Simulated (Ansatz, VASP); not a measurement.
## MgW: VASP beside Ansatz

File INCAR:

```
SYSTEM = MgW
ALGO = Fast
EDIFF = 1E-6
EDIFFG = -0.04
ENCUT = 600
GGA = PE
IBRION = 2
ISIF = 3
ISMEAR = 0
LASPH = .True.
LCHARG = .False.
LREAL = .False.
LWAVE = .False.
NELM = 100
NSW = 90
PREC = Accurate
SIGMA = 0.1
```

Contents of KPOINTS:

```
k-points
0
Gamma
  9 9 4
  0 0 0
```

File POSCAR:

```
MgW
1.0
    2.8572929935      0.0000000000      0.0000000000
   -1.4286464967      2.4744883184      0.0000000000
    0.0000000000      0.0000000000      4.9178216144
Mg W
1 1
Direct
    0.0000000000      0.0000000000      0.0000000000
    0.3333333333      0.6666666667      0.5000000000
```

Input for Ansatz:

```yaml
crystal:
  lattice:
    - [2.8572929935, 0.0, 0.0]
    - [-1.4286464967, 2.4744883184, 0.0]
    - [0.0, 0.0, 4.9178216144]
  atoms:
    - { symbol: Mg, position: [0.0, 0.0, 0.0] }
    - { symbol: W, position: [0.3333333333, 0.6666666667, 0.5] }
basis:
  ecutwfc: 420
kpoints:
  mp_grid: { grid: [9, 9, 4] }
hamiltonian:
  xc: pbe
scf:
  occupations: { method: gaussian, width: 0.1 }
  lower_state_search: "off"
output:
  forces: true
  stress: true
  eigenvalues: true
relax:
  adjacent_minimum: "off"
  f_tol: 0.04
  max_steps: 70
  cell: { stress_tol: 0.4 }
```

Alike in both runs: task relaxation of cell and atoms; functional PBE; k mesh 9 × 9 × 4; occupations gaussian, width 0.1 eV; no spin polarisation.

|  | VASP | Ansatz |
| --- | --- | --- |
| version | VASP 6.6.1 | Ansatz 0.2.0 |
| potentials or method | VASP PAW PBE potentials, release 64 (Mg, W_sv), cutoff 600 eV | scalar-relativistic, plane waves, PAW |
| valence electrons in the cell | 16 | 24 |

```csv
,VASP,Ansatz,Ansatz less VASP
"gap on the k mesh at the Fermi level, each at its own relaxed structure (eV)",none,none,-
relaxed volume (Å³/atom),17.26,17.29,+0.022
relaxed length of the cell vector where the two differ most in proportion (Å),4.917,4.927,+0.0104
```

A gap of «none» marks a metal or a gap that the smearing closes. VASP's potentials hold 16 valence electrons a cell and Ansatz's 24, so a difference there can come from the potentials and not from the codes.

Neither program's run includes spin-orbit coupling.
